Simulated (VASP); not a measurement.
# EuO (I4/mmm) in VASP: single point with PBE+U

Aim: the single point of EuO with PBE+U.

All numbers are computed with VASP 6.6.1; they aren't measurements. Logs are shortened: lines on timing, memory, paths and dates and some standing lists are left out, and cuts for length are marked.

**1. The cell of the first run**

The typed cell holds 4 atoms: a = 3.663 Å, b = 3.663 Å, c = 5.190 Å, α = 90.00°, β = 90.00°, γ = 90.00°.

**2. Single point, PBE+U, collinear spin, antiferromagnetic start**

File INCAR:

```
SYSTEM = EuO
ALGO = Normal
EDIFF = 1E-6
ENCUT = 520
GGA = PE
ISIF = 2
ISMEAR = 0
ISPIN = 2
LASPH = .TRUE.
LCHARG = .FALSE.
LDAU = .TRUE.
LDAUJ = 0 0
LDAUL = 3 -1
LDAUPRINT = 1
LDAUTYPE = 2
LDAUU = 6 0
LMAXMIX = 6
LORBIT = 11
LREAL = .FALSE.
LWAVE = .FALSE.
MAGMOM = 7.42 -7.42 0 0
NBANDS = 35
NELM = 150
PREC = Accurate
SIGMA = 0.02
```

File KPOINTS:

```
k-points
0
G
  8 8 6
  0 0 0
```

File POSCAR:

```
EuO
1.0
    0.0000000000      2.5900496929     -2.5900496929
    0.0000000000      2.5900496929      2.5900496929
    5.1896021643      0.0000000000      0.0000000000
Eu O
2 2
Direct
    0.0000000000      0.0000000000      0.0000000000
    0.5000000000      0.5000000000      0.5000000000
    0.0000000000      1.0000000000      0.5000000000
    0.5000000000      1.5000000000      1.0000000000
```

Potentials or basis: VASP PAW PBE potentials, release 64 (Eu, O).

Started as:

```console
> cat potpaw_PBE.64/Eu/POTCAR potpaw_PBE.64/O/POTCAR > POTCAR
> mpirun -np 1 vasp_std > vasp.out
```

OUTCAR:

```text
SYSTEM = EuO
   EDIFF = 1E-6
   ENCUT = 520
   GGA = PE
   ISIF = 2
   ISMEAR = 0
   ISPIN = 2
   LASPH = .TRUE.
   LORBIT = 11
   LREAL = .FALSE.
   NELM = 150
   PREC = Accurate

 ion  position               nearest neighbor table
   1  0.000  0.000  0.000-   4 2.59   4 2.59   4 2.59   4 2.59   3 2.59   3 2.59
   2  0.500  0.500  0.500-   3 2.59   3 2.59   3 2.59   3 2.59   4 2.59   4 2.59
   3  0.000  0.000  0.500-   2 2.59   2 2.59   2 2.59   2 2.59   1 2.59   1 2.59
   4  0.500  0.500  0.000-   1 2.59   1 2.59   1 2.59   1 2.59   2 2.59   2 2.59

  LATTYP: Found a simple tetragonal cell.
 ALAT       =     3.6628834029
 C/A-ratio  =     1.4168079061

  Lattice vectors:

 A1 = (   0.0000000000,   2.5900496929,  -2.5900496929)
 A2 = (   0.0000000000,   2.5900496929,   2.5900496929)
 A3 = (   5.1896021643,   0.0000000000,   0.0000000000)

Analysis of symmetry for initial positions (statically):
=====================================================================
 Subroutine PRICEL returns following result:

  LATTYP: Found a body centered tetragonal cell.
 ALAT       =     3.6628834029
 C/A-ratio  =     1.4168079061
[... 12 lines left out ...]
 Subroutine GETGRP returns: Found 16 space group operations
 (whereof 16 operations were pure point group operations)
 out of a pool of 16 trial point group operations.

The static configuration has the point symmetry D_4h.

Analysis of symmetry for dynamics (positions and initial velocities):
=====================================================================
 Subroutine PRICEL returns following result:

  LATTYP: Found a body centered tetragonal cell.
 ALAT       =     3.6628834029
 C/A-ratio  =     1.4168079061
[... 12 lines left out ...]
 Subroutine GETGRP returns: Found 16 space group operations
 (whereof 16 operations were pure point group operations)
 out of a pool of 16 trial point group operations.

The dynamic configuration has the point symmetry D_4h.

Analysis of structural, dynamic, and magnetic symmetry:
=====================================================================
[... 242 lines left out ...]
  o =  0.9748  v =  0.0000  0.0000  0.0000  0.0000  0.0000  0.0000  0.0000  0.0000  0.0000 -0.0000 -0.8290 -0.0000 -0.5593  0.0000      0.0000  0.0000  0.0000  0.0000  0.0000  0.0000  0.0000  0.0000  0.0000  0.0000  0.0000  0.0000  0.0000  0.0000
  o =  0.9769  v =  0.0000  0.0000  0.0000  0.0000  0.0000  0.0000  0.0000  0.0000  0.0000  0.0000  0.0000 -0.7906 -0.0000 -0.6124      0.0000  0.0000  0.0000  0.0000  0.0000  0.0000  0.0000  0.0000  0.0000  0.0000  0.0000  0.0000  0.0000  0.0000
  o =  0.9772  v =  0.0000  0.0000  0.0000  0.0000  0.0000  0.0000  0.0000  0.0000  0.0000  0.0000 -0.5593 -0.0000  0.8290  0.0000      0.0000  0.0000  0.0000  0.0000  0.0000  0.0000  0.0000  0.0000  0.0000  0.0000  0.0000  0.0000  0.0000  0.0000
  o =  0.9772  v =  0.0000  0.0000  0.0000  0.0000  0.0000  0.0000  0.0000 -0.9498  0.0000  0.3128  0.0000 -0.0000 -0.0000  0.0000      0.0000  0.0000  0.0000  0.0000  0.0000  0.0000  0.0000  0.0000  0.0000  0.0000  0.0000  0.0000  0.0000  0.0000
  o =  0.9773  v =  0.0000  0.0000  0.0000  0.0000  0.0000  0.0000  0.0000  0.0000 -0.0000 -0.0000  0.0000 -0.6124 -0.0000  0.7906      0.0000  0.0000  0.0000  0.0000  0.0000  0.0000  0.0000  0.0000  0.0000  0.0000  0.0000  0.0000  0.0000  0.0000

 number of electron      45.9999994 magnetization       0.0000000

 Free energy of the ion-electron system (eV)
  ---------------------------------------------------
  ext. energy  EPLUGINS =         0.00000000
  ---------------------------------------------------
  free energy    TOTEN  =       -42.22264144 eV

  energy without entropy =      -42.22264144  energy(sigma->0) =      -42.22264144

 E-fermi :   3.5553     XC(G=0): -10.6289

 val. band max:        3.4273018455   @ k =   0.0000   0.0000   0.0000
 cond. band min:       3.9444845836   @ k =   0.0000   0.0000   0.0000
 fundamental gap:      0.5171827381
 Fermi energy:         3.5552757473

 spin component 1

 k-point     1 :       0.0000    0.0000    0.0000
  band No.  band energies     occupation
      1     -36.0698      1.00000
      2     -32.9509      1.00000
      3     -15.2655      1.00000
      4     -14.9140      1.00000
      5     -14.9140      1.00000
      6     -14.0700      1.00000
[... 1817 lines left out ...]
     34      12.6027      0.00000
     35      13.3894      0.00000

 [... further k-points ...]
[... 5 lines left out ...]
  --------------------------------------------------------------------------------------
  -------------------------------------------------------------------------------------
  Total       -0.1247380     -0.1294753     -0.1294753      0.0000000      0.0000000     -0.0000000
  in kB       -2.8703125     -2.9793216     -2.9793216      0.0000000      0.0000000     -0.0000000
  external PRESSURE =      -2.9429852 kB  Pullay stress =       0.0000000 kB

 VOLUME and BASIS-vectors are now :
 -----------------------------------------------------------------------------
  energy-cutoff  :      520.00
  volume of cell :       69.63
      direct lattice vectors                 reciprocal lattice vectors
     0.000000000  2.590049693 -2.590049693     0.000000000  0.193046489 -0.193046489
     0.000000000  2.590049693  2.590049693     0.000000000  0.193046489  0.193046489
     5.189602164  0.000000000  0.000000000     0.192692998  0.000000000  0.000000000

 POSITION                                       TOTAL-FORCE (eV/Angst)
 -----------------------------------------------------------------------------------
      0.00000      0.00000      0.00000        -0.000000     -0.000000      0.000000
      2.59480      2.59005      0.00000         0.000000      0.000000      0.000000
      2.59480      0.00000      0.00000        -0.000000      0.000000     -0.000000
      0.00000      2.59005      0.00000        -0.000000     -0.000000     -0.000000
 -----------------------------------------------------------------------------------
    total drift:                                0.000000      0.000000      0.000000

  FREE ENERGIE OF THE ION-ELECTRON SYSTEM (eV)
  ---------------------------------------------------
  free  energy   TOTEN  =       -42.2226414399 eV

  energy  without entropy=      -42.2226414399  energy(sigma->0) =      -42.22264144

 total charge

# of ion       s       p       d       f       tot
--------------------------------------------------
    1        2.032   5.802   0.282   6.832  14.949
    2        2.032   5.802   0.282   6.832  14.949
    3        1.554   3.399   0.000   0.000   4.954
    4        1.554   3.399   0.000   0.000   4.954
--------------------------------------------------
tot          7.172  18.403   0.564  13.665  39.804

 magnetization (x)

# of ion       s       p       d       f       tot
--------------------------------------------------
    1       -0.015  -0.118   0.038   6.800   6.706
    2        0.015   0.118  -0.038  -6.800  -6.706
    3        0.002   0.030   0.000   0.000   0.032
    4       -0.002  -0.030   0.000   0.000  -0.032
--------------------------------------------------
tot          0.000   0.000   0.000   0.000   0.000
```

OSZICAR:

```text
N       E                     dE             d eps       ncg     rms          rms(c)
DAV:   1     0.416736220657E+03    0.41674E+03   -0.16414E+04 11902   0.596E+03
DAV:   2     0.769555589890E+02   -0.33978E+03   -0.28049E+03 11577   0.533E+02
DAV:   3    -0.209628474473E+02   -0.97918E+02   -0.93945E+02 13463   0.259E+02
[... 10 lines left out ...]
DAV:  14    -0.422225136075E+02   -0.21101E-03   -0.11072E-03 16160   0.216E-01    0.173E-01
DAV:  15    -0.422225983031E+02   -0.84696E-04   -0.30138E-04 14950   0.120E-01    0.101E-01
DAV:  16    -0.422226304595E+02   -0.32156E-04   -0.12553E-04 14496   0.899E-02    0.823E-02
DAV:  17    -0.422226387675E+02   -0.83080E-05   -0.48966E-05 15458   0.552E-02    0.517E-02
DAV:  18    -0.422226408059E+02   -0.20384E-05   -0.17818E-05 13842   0.289E-02    0.271E-02
DAV:  19    -0.422226414399E+02   -0.63408E-06   -0.50433E-06 10884   0.202E-02
   1 F= -.42222641E+02 E0= -.42222641E+02  d E =-.979034E-22  mag=     0.0000
```

Run time: 4.8 min. Hardware: 1 thread of AMD EPYC 9R45 (Zen 5), shared host; peak memory 0.34 GiB.

What came out:

| Item | Value |
| --- | --- |
| Free energy | -42.2226 eV |
| Pressure | -0.3 GPa |
| Band gap on the k mesh | 0.52 eV |
| Net moment | 0.00 μB per cell |
| Site moments | Eu +6.71, -6.71; O +0.03, -0.03 μB |
| Valence electrons inside the program's atomic spheres | Eu 14.95; O 4.95 |

Eigenvalues of the final occupation matrices:
```csv
site,spin,trace,eigenvalues
site 1 f,1,6.82,0.97 0.97 0.97 0.98 0.98 0.98 0.98
site 1 f,2,0.02,0.00 0.00 0.00 0.00 0.00 0.00 0.00
site 2 f,1,0.02,0.00 0.00 0.00 0.00 0.00 0.00 0.00
site 2 f,2,6.82,0.97 0.97 0.97 0.98 0.98 0.98 0.98
```

Caveat: spin-orbit coupling is left out, which moves the levels of the heavy elements.
